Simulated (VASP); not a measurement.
CuHgF:

```
Hg F Cu
1.0
     3.80110    0.00000    0.00000
     0.00000    3.80110    0.00000
     0.00000    0.00000    6.30886
Hg F Cu
2 2 2
Direct
  0.00000 0.50000 0.20770
  0.50000 0.00000 0.79230
  0.00000 0.50000 0.65240
  0.50000 0.00000 0.34760
  0.00000 0.00000 0.00000
  0.50000 0.50000 0.00000
```

Base run:

```yaml
Program: VASP 6.6.1
Functional: LDA
Potentials_or_basis: VASP PAW LDA potentials, release 64 (Hg, F, Cu)
Cutoff: 600 eV
k_mesh: 5 × 5 × 3
Occupations: fermi-dirac, width 0.1 eV
Spin: no spin polarisation
```

Its results: band gap on the k mesh 0.90 eV (least direct gap 1.56 eV); pressure 16.1 GPa; largest force 6.436 eV/Å.

Task: The run is repeated on the same cell with these changes: k mesh from 5 × 5 × 3, through Γ to 5 × 5 × 3, shifted. What comes out?

Result: Band gap on the k mesh 0.75 eV (least direct gap 0.89 eV); pressure 16.3 GPa; largest force 6.493 eV/Å.

Caveats: the cell stands under pressure; spin-orbit coupling is left out, which moves the levels of the heavy elements; forces of over 1 eV/Å act on the atoms, so gaps and moduli don't describe the material at rest; a shifted mesh leaves out Γ, where band edges can lie (at least some runs).

A k mesh can miss the band edges.
